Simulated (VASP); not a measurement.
# GaN (P6_3mc) in VASP: a series of runs

The runs below take GaN through single point, relaxation of cell and atoms, with LDA.

Everything below comes from runs of VASP 6.6.1. Logs are shortened: lines on timing, memory, paths and dates and some standing lists are left out, and cuts for length are marked.

**1. The cell of the first run**

The structure is hexagonal, space group P6_3mc (No. 186). Conventional cell: a = 3.152 Å, b = 3.152 Å, c = 5.138 Å, α = 90.00°, β = 90.00°, γ = 120.00°. Within 2.6 Å of Ga (site symmetry 3m) lie 4 N at 1.93 Å. Within 2.6 Å of N (site symmetry 3m) lie 4 Ga at 1.93 Å.

**2. Single point, LDA**

The input, INCAR:

```
PREC     = Accurate       # precision mode
ENCUT    = 910            # plane-wave cutoff, eV
EDIFF    = 1E-6           # SCF threshold, eV
ISMEAR   = 0              # smearing method
SIGMA    = 0.02           # smearing width, eV
LREAL    = F              # projectors in reciprocal space
LASPH    = T              # aspherical terms in the spheres
NELM     = 120            # most SCF steps
ALGO     = Normal         # electronic algorithm
ISIF     = 2              # what is computed and relaxed
LWAVE    = F              # write WAVECAR
LCHARG   = F              # write CHGCAR
GGA      = CA             # functional
NBANDS   = 26             # bands
GGA_COMPAT= F
```

The input, KPOINTS:

```
Automatic mesh
0
Gamma
  12 12 6
```

The input, POSCAR:

```
GaN
1.0
    3.1518084796      0.0000000000      0.0000000000
   -1.5759042398      2.7295462112      0.0000000000
    0.0000000000      0.0000000000      5.1384146542
Ga N
2 2
Direct
    0.3333333333      0.6666666667     -0.0007033889
    0.6666666667      0.3333333333      0.4992966111
    0.3333333333      0.6666666667      0.3757033889
    0.6666666667      0.3333333333      0.8757033889
```

Potentials or basis: VASP PAW LDA potentials, release 64 (Ga_d, N_h).

The run is started by

```bash
cat potpaw_LDA.64/Ga_d/POTCAR potpaw_LDA.64/N_h/POTCAR > POTCAR
mpirun -np 1 vasp_std > vasp.out
```

OUTCAR:

```text
PREC = Accurate
   ENCUT = 910
   EDIFF = 1E-6
   ISMEAR = 0
   LREAL = F
   LASPH = T
   NELM = 120
   ISIF = 2
   GGA = CA

 ion  position               nearest neighbor table
   1  0.333  0.667  0.999-   4 1.93   4 1.93   4 1.93   3 1.93
   2  0.667  0.333  0.499-   3 1.93   3 1.93   3 1.93   4 1.93
   3  0.333  0.667  0.376-   2 1.93   2 1.93   2 1.93   1 1.93
   4  0.667  0.333  0.876-   1 1.93   1 1.93   1 1.93   2 1.93

  LATTYP: Found a hexagonal cell.
 ALAT       =     3.1518084796
 C/A-ratio  =     1.6303067548

  Lattice vectors:

 A1 = (   3.1518084796,   0.0000000000,   0.0000000000)
 A2 = (  -1.5759042398,   2.7295462112,   0.0000000000)
 A3 = (   0.0000000000,   0.0000000000,   5.1384146542)

Analysis of symmetry for initial positions (statically):
=====================================================================
 Subroutine PRICEL returns:
 Original cell was already a primitive cell.

 Routine SETGRP: Setting up the symmetry group for a
 hexagonal supercell.

 Subroutine GETGRP returns: Found 12 space group operations
 (whereof  6 operations were pure point group operations)
 out of a pool of 24 trial point group operations.

The static configuration has the point symmetry C_3v.
 The point group associated with its full space group is C_6v.

Analysis of symmetry for dynamics (positions and initial velocities):
=====================================================================
 Subroutine PRICEL returns:
 Original cell was already a primitive cell.

 Routine SETGRP: Setting up the symmetry group for a
 hexagonal supercell.

 Subroutine GETGRP returns: Found 12 space group operations
 (whereof  6 operations were pure point group operations)
 out of a pool of 24 trial point group operations.

The dynamic configuration has the point symmetry C_3v.
 The point group associated with its full space group is C_6v.

 Subroutine INISYM returns: Found 12 space group operations
 (whereof  6 operations are pure point group operations),
 and found     1 'primitive' translations

----------------------------------------------------------------------------------------

                                     Primitive cell

  volume of cell :      44.2058

  direct lattice vectors                    reciprocal lattice vectors
     3.151808480  0.000000000  0.000000000     0.317278162  0.183180632  0.000000000
    -1.575904240  2.729546211  0.000000000     0.000000000  0.366361264  0.000000000
     0.000000000  0.000000000  5.138414654     0.000000000  0.000000000  0.194612554

  length of vectors
     3.151808480  3.151808480  5.138414654     0.366361264  0.366361264  0.194612554

  position of ions in fractional coordinates (direct lattice)
     0.333333333  0.666666667  0.999296611
     0.666666667  0.333333333  0.499296611
     0.333333333  0.666666667  0.375703389
     0.666666667  0.333333333  0.875703389

  ion indices of the primitive-cell ions
   primitive index   ion index
                 1           1
                 2           2
                 3           3
                 4           4

----------------------------------------------------------------------------------------

 KPOINTS: Automatic mesh

Automatic generation of k-mesh.
 Grid dimensions read from file:
 generate k-points for:   12   12    6

 Generating k-lattice:

  Cartesian coordinates                     Fractional coordinates (reciprocal lattice)
     0.026439847  0.015265053  0.000000000     0.083333333  0.000000000  0.000000000
     0.000000000  0.030530105  0.000000000     0.000000000  0.083333333  0.000000000
     0.000000000  0.000000000  0.032435426     0.000000000  0.000000000  0.166666667

  Length of vectors
     0.030530105  0.030530105  0.032435426

  Shift w.r.t. Gamma in fractional coordinates (k-lattice)
     0.000000000  0.000000000  0.000000000

 Subroutine IBZKPT returns following result:
 ===========================================

 Found     76 irreducible k-points:

 Following reciprocal coordinates:
            Coordinates               Weight
  0.000000  0.000000  0.000000      1.000000
  0.083333 -0.000000  0.000000      6.000000
  0.166667 -0.000000  0.000000      6.000000
  0.250000 -0.000000  0.000000      6.000000
  0.333333  0.000000  0.000000      6.000000
  0.416667 -0.000000  0.000000      6.000000
[... 16 lines left out ...]
  0.250000 -0.000000  0.166667     12.000000
  0.333333  0.000000  0.166667     12.000000
 [... further k-points ...]
   k-points           NKPTS =     76   k-points in BZ     NKDIM =     76   number of bands    NBANDS=     26
   number of dos      NEDOS =    301   number of ions     NIONS =      4
   total plane-waves  NPLWV =  55296
   dimension x,y,z NGX =    32 NGY =   32 NGZ =   54
   dimension x,y,z NGXF=    64 NGYF=   64 NGZF=  108
   ions per type =               2   2
   NGX,Y,Z   is equivalent  to a cutoff of  16.88, 16.88, 17.47 a.u.
   NGXF,Y,Z  is equivalent  to a cutoff of  33.76, 33.76, 34.94 a.u.
[... 29 lines left out ...]
   GGA     = CA    functional components
   LHFCALC =     F    Hartree Fock is set to
   AEXX    =    0.0000 exact exchange contribution
   IVDW    =     0    specifies the selected vdW correction
   LEPSILON=     F    determine dielectric tensor
   LRPA    =     F    only Hartree local field effects (RPA)
 non-spin polarized calculation
 Gauss-broadening in eV      SIGMA  =   0.02
  energy-cutoff  :      910.00
  volume of cell :       44.21
 maximum number of plane-waves:      2790
 NGX is ok and might be reduce to    32
   NGX = 15   NGY = 15   NGZ = 25

 number of electron      35.9999996 magnetization

 Free energy of the ion-electron system (eV)
  ---------------------------------------------------
  ext. energy  EPLUGINS =         0.00000000
  ---------------------------------------------------
  free energy    TOTEN  =       -27.91482854 eV

  energy without entropy =      -27.91482854  energy(sigma->0) =      -27.91482854

 E-fermi :   5.8410     XC(G=0): -12.3139

 val. band max:        5.7595746089   @ k =   0.0000   0.0000   0.0000
 cond. band min:       7.9065797465   @ k =   0.0000   0.0000   0.0000
 fundamental gap:      2.1470051376
 Fermi energy:         5.8409752661

 k-point     1 :       0.0000    0.0000    0.0000
  band No.  band energies     occupation
      1     -10.3822      2.00000
      2      -9.4012      2.00000
      3      -7.8280      2.00000
      4      -7.8106      2.00000
      5      -7.8106      2.00000
      6      -7.7435      2.00000
[... 18 lines left out ...]
     25      17.5403      0.00000
     26      17.5403      0.00000

 k-point     2 :       0.0833   -0.0000    0.0000
  band No.  band energies     occupation
      1     -10.3080      2.00000
      2      -9.3824      2.00000
      3      -7.8212      2.00000
      4      -7.7995      2.00000
      5      -7.7885      2.00000
      6      -7.7354      2.00000
[... 18 lines left out ...]
     25      17.1826      0.00000
     26      17.7006      0.00000

 k-point     3 :       0.1667   -0.0000    0.0000
  band No.  band energies     occupation
      1     -10.1056      2.00000
      2      -9.3363      2.00000
      3      -7.7948      2.00000
      4      -7.7724      2.00000
      5      -7.7300      2.00000
      6      -7.6954      2.00000
[... 18 lines left out ...]
     25      17.1883      0.00000
     26      18.0699      0.00000

 k-point     4 :       0.2500   -0.0000    0.0000
  band No.  band energies     occupation
      1      -9.8384      2.00000
      2      -9.2865      2.00000
      3      -7.7675      2.00000
      4      -7.7456      2.00000
      5      -7.6790      2.00000
      6      -7.6307      2.00000
[... 18 lines left out ...]
     25      17.2188      0.00000
     26      18.5658      0.00000
[... 496 lines left out ...]
      1     -10.0297      2.00000
      2      -9.3569      2.00000
      3      -7.7910      2.00000
      4      -7.7687      2.00000
      5      -7.7310      2.00000
      6      -7.6947      2.00000
[... 18 lines left out ...]
     25      16.7916      0.00000
     26      17.8526      0.00000

 k-point    23 :       0.2500   -0.0000    0.1667
  band No.  band energies     occupation
      1      -9.7776      2.00000
      2      -9.2980      2.00000
      3      -7.7684      2.00000
      4      -7.7386      2.00000
      5      -7.6937      2.00000
      6      -7.6389      2.00000
[... 18 lines left out ...]
     25      16.9011      0.00000
     26      18.3883      0.00000

 k-point    24 :       0.3333    0.0000    0.1667
  band No.  band energies     occupation
      1      -9.5569      2.00000
      2      -9.2551      2.00000
      3      -7.7604      2.00000
      4      -7.7212      2.00000
      5      -7.6638      2.00000
      6      -7.5852      2.00000
[... 18 lines left out ...]
     25      17.1248      0.00000
     26      19.0071      0.00000

 [... further k-points ...]

------------------------ aborting loop because EDIFF is reached ----------------------------------------

  FORCE on cell =-STRESS in cart. coord.  units (eV):
  Direction    XX          YY          ZZ          XY          YZ          ZX
  --------------------------------------------------------------------------------------
  -------------------------------------------------------------------------------------
  Total        0.2971069      0.2971069      0.2961707      0.0000000     -0.0000000      0.0000000
  in kB       10.7682182     10.7682182     10.7342893      0.0000000     -0.0000000      0.0000000
  external PRESSURE =      10.7569086 kB  Pullay stress =       0.0000000 kB

 VOLUME and BASIS-vectors are now :
 -----------------------------------------------------------------------------
  energy-cutoff  :      910.00
  volume of cell :       44.21
      direct lattice vectors                 reciprocal lattice vectors
     3.151808480  0.000000000  0.000000000     0.317278162  0.183180632  0.000000000
    -1.575904240  2.729546211  0.000000000     0.000000000  0.366361264  0.000000000
     0.000000000  0.000000000  5.138414654     0.000000000  0.000000000  0.194612554

 POSITION                                       TOTAL-FORCE (eV/Angst)
 -----------------------------------------------------------------------------------
     -0.00000      1.81970      5.13480         0.000000     -0.000000      0.001137
      1.57590      0.90985      2.56559         0.000000      0.000000      0.001137
     -0.00000      1.81970      1.93052        -0.000000     -0.000000     -0.001137
      1.57590      0.90985      4.49973         0.000000     -0.000000     -0.001137
 -----------------------------------------------------------------------------------
    total drift:                               -0.000000     -0.000000      0.000043

  FREE ENERGIE OF THE ION-ELECTRON SYSTEM (eV)
  ---------------------------------------------------
  free  energy   TOTEN  =       -27.9148285413 eV

  energy  without entropy=      -27.9148285413  energy(sigma->0) =      -27.91482854
```

Wall time 2.6 min (1 thread of Intel Xeon Platinum 8488C (Sapphire Rapids), shared host); peak memory 0.3 GiB.

Results:

```
Free energy            : -27.9148 eV
Pressure               : 1.1 GPa
Band gap on the k mesh : 2.15 eV
```

Caveat: the cutoff is under 1.25 times the usual one of these potentials, so pressure, stress and relaxed cells hold a basis-set (Pulay) error.

**3. Relaxation of cell and atoms, LDA**

The input, INCAR:

```
SYSTEM = GaN
PREC = Accurate ; ENCUT = 600
EDIFF = 1E-6 ; ISMEAR = 0
SIGMA = 0.01 ; LREAL = .False.
LASPH = .True. ; NELM = 60
ALGO = Normal ; ISIF = 3
LWAVE = .False. ; LCHARG = .False.
IBRION = 2 ; NSW = 80
EDIFFG = -0.001
```

The input, KPOINTS:

```
regular mesh
0
Gamma
  12 12 6
  0 0 0
```

The input, POSCAR:

```
GaN
1.0
    3.1518084845      0.0000000000      0.0000000000
   -1.5759042423      2.7295462154      0.0000000000
    0.0000000000      0.0000000000      5.1384146511
Ga N
2 2
Direct
    0.3333333333      0.6666666667     -0.0007033890
    0.6666666667      0.3333333333      0.4992966110
    0.3333333333      0.6666666667      0.3757033890
    0.6666666667      0.3333333333      0.8757033890
```

Potentials or basis: VASP PAW LDA potentials, release 64 (Ga_d, N).

The run is started by

```bash
cat potpaw_LDA.64/Ga_d/POTCAR potpaw_LDA.64/N/POTCAR > POTCAR
mpirun -np 1 vasp_std > vasp.out
```

Wall time 4.4 min (1 thread of Intel Xeon 8259CL, shared host); peak memory 0.22 GiB.

It converged, with:

```yaml
Free_energy: -27.9112 eV
Relaxed_volume: 11.11 Å³/atom
Relaxed_cell: a = 3.157 Å, b = 3.157 Å, c = 5.147 Å, α = 90.00°, β = 90.00°, γ = 120.00°
Space_group_after_relaxing_to_0.1_Å: P6_3mc (No. 186)
Energy_gained_by_relaxing: 0.2 meV/atom
Ionic_steps: 3
Pressure_after_relaxing: 0.0 GPa
Band_gap_on_the_k_mesh: 2.11 eV
```

The path:
| step | energy change (eV) | largest force (eV/Å) | pressure (GPa) | volume (Å³) |
| --- | --- | --- | --- | --- |
| 1 | 0.0000 | 0.0014 | 1.01 | 44.21 |
| 2 | 0.0000 | 0.0030 | -1.15 | 44.65 |
| 3 | -0.0007 | 0.0009 | 0.01 | 44.43 |

Final structure:
```
CELL_PARAMETERS angstrom
3.15723 0.00000 0.00000
-1.57862 2.73424 0.00000
0.00000 0.00000 5.14715
ATOMIC_POSITIONS crystal
Ga 0.33333 0.66667 0.99930
Ga 0.66667 0.33333 0.49930
N 0.33333 0.66667 0.37570
N 0.66667 0.33333 0.87570
```

Levels at points of the mesh, in eV from the valence-band top:
| k point | band 15 | band 16 | band 17 | band 18 | band 19 | band 20 | band 21 | band 22 |
| --- | --- | --- | --- | --- | --- | --- | --- | --- |
| (0.00, 0.00, 0.00) | -1.08 | -0.05 | 0.00 | 0.00 | 2.11 | 4.35 | 9.19 | 9.87 |
| (0.50, 0.00, 0.00) | -4.38 | -2.87 | -2.33 | -1.04 | 4.99 | 5.64 | 5.98 | 8.68 |
| (0.00, 0.00, 0.50) | -0.55 | -0.55 | -0.55 | -0.55 | 4.37 | 4.37 | 8.44 | 8.44 |
| (0.50, 0.00, 0.50) | -2.03 | -2.03 | -1.98 | -1.98 | 4.37 | 4.37 | 7.78 | 7.78 |

**4. Relaxation of cell and atoms, LDA**

This run uses another cell than the first one, of 11.31 Å³/atom.

The input, INCAR:

```
SYSTEM = GaN
  PREC = Accurate
  ENCUT = 600
  EDIFF = 1E-6
  ISMEAR = 0
  SIGMA = 0.02
  LREAL = .False.
  LASPH = .True.
  NELM = 100
  ALGO = Normal
  ISIF = 3
  LWAVE = .False.
  LCHARG = .False.
  GGA = CA
  IBRION = 2
  NSW = 100
  EDIFFG = -0.005
```

The input, KPOINTS:

```
Automatic mesh
0
Gamma
  12 12 6
  0 0 0
```

The input, POSCAR:

```
GaN
1.0
    3.1800000000      0.0000000000      0.0000000000
   -1.5900000000      2.7539607840      0.0000000000
    0.0000000000      0.0000000000      5.1660000000
Ga N
2 2
Direct
    0.3333333333      0.6666666667      0.0000000000
    0.6666666667      0.3333333333      0.5000000000
    0.3333333333      0.6666666667      0.3750000000
    0.6666666667      0.3333333333      0.8750000000
```

The run is started by

```bash
cat potpaw_LDA.64/Ga_d/POTCAR potpaw_LDA.64/N/POTCAR > POTCAR
mpirun -np 1 vasp_std > vasp.out
```

Wall time 13 min (1 thread of Intel Xeon 8259CL, shared host); peak memory 0.22 GiB.

Results (log left out):

```yaml
Free_energy: -27.9124 eV
Relaxed_volume: 11.10 Å³/atom
Relaxed_cell: a = 3.156 Å, b = 3.156 Å, c = 5.147 Å, α = 90.00°, β = 90.00°, γ = 120.00°
Space_group_after_relaxing_to_0.1_Å: P6_3mc (No. 186)
Energy_gained_by_relaxing: 2.7 meV/atom
Ionic_steps: 15
Pressure_after_relaxing: 0.0 GPa
Largest_force_after_relaxing: 0.003 eV/Å
Band_gap_on_the_k_mesh: 2.11 eV
```

Forces on the atoms (eV/Å):
```
Ga   0.000  0.000 -0.003
Ga   0.000  0.000 -0.003
N    0.000  0.000  0.003
N    0.000  0.000  0.003
```

The path:
```
step  energy change (eV)  largest force (eV/Å)  pressure (GPa)  volume (Å³)
   1              0.0000                0.1278           -3.55        45.24
   2              0.0000                0.1154            3.88        43.62
   3             -0.0109                0.0106            0.01        44.42
   4             -0.0108                0.0080            0.30        44.40
   5             -0.0107                0.0002           -0.49        44.52
   6             -0.0109                0.0061           -0.02        44.43
   7             -0.0109                0.0072           -0.05        44.43
   8             -0.0109                0.0074            0.25        44.42
   9             -0.0109                0.0059           -0.23        44.43
  10             -0.0109                0.0077            0.00        44.42
  11             -0.0109                0.0067            0.00        44.42
  12             -0.0109                0.0052           -0.09        44.43
  13             -0.0109                0.0075           -0.06        44.42
  14             -0.0109                0.0006            0.11        44.41
  15             -0.0109                0.0035            0.03        44.41
```

Final structure:
```yaml
crystal:
  lattice:
    - [3.15648, 0.00000, 0.00000]
    - [-1.57824, 2.73359, 0.00000]
    - [0.00000, 0.00000, 5.14732]
  atoms:
    - { symbol: Ga, position: [0.33333, 0.66667, 0.99935] }
    - { symbol: Ga, position: [0.66667, 0.33333, 0.49935] }
    - { symbol: N, position: [0.33333, 0.66667, 0.37565] }
    - { symbol: N, position: [0.66667, 0.33333, 0.87565] }
```

Levels at points of the mesh, in eV from the valence-band top:
```tsv
k point	band 14	band 15	band 16	band 17	band 18	band 19	band 20	band 21	band 22
(0.00, 0.00, 0.00)	-1.08	-1.08	-0.06	0.00	0.00	2.11	4.35	9.19	9.88
(0.50, 0.00, 0.00)	-5.44	-4.39	-2.87	-2.33	-1.04	4.99	5.64	5.98	8.68
(0.00, 0.00, 0.50)	-3.92	-0.55	-0.55	-0.55	-0.55	4.38	4.38	8.44	8.44
(0.50, 0.00, 0.50)	-6.83	-2.03	-2.03	-1.98	-1.98	4.37	4.37	7.78	7.78
```

As with any semilocal functional, this LDA gap is likely too small. Zero-point motion and thermal expansion aren't in these numbers.

**5. The runs side by side**

| task | potentials or basis | cell | cutoff (eV) | smearing | gap on the mesh (eV) | pressure (GPa) | relaxed volume (Å³/atom) |
| --- | --- | --- | --- | --- | --- | --- | --- |
| single point | VASP PAW LDA potentials, release 64 (Ga_d, N_h) | a = 3.152, b = 3.152, c = 5.138 Å, angles 90.0, 90.0, 120.0°, 4 atoms | 910 | gaussian 0.02 eV | 2.15 | 1.1 | - |
| relaxation of cell and atoms | VASP PAW LDA potentials, release 64 (Ga_d, N) | relaxed from a = 3.152, b = 3.152, c = 5.138 Å, angles 90.0, 90.0, 120.0°, 4 atoms | 600 | gaussian 0.01 eV | 2.11 | 0.0 | 11.11 |
| relaxation of cell and atoms | VASP PAW LDA potentials, release 64 (Ga_d, N) | relaxed from a = 3.180, b = 3.180, c = 5.166 Å, angles 90.0, 90.0, 120.0°, 4 atoms | 600 | gaussian 0.02 eV | 2.11 | 0.0 | 11.10 |

Alike in all rows: level LDA; no spin polarisation; k mesh 12 × 12 × 6.

Caveats: the cutoff is under 1.25 times the usual one of these potentials, so pressure, stress and relaxed cells hold a basis-set (Pulay) error (at least some runs).

Absolute energies hang on the potentials; compare differences alone.
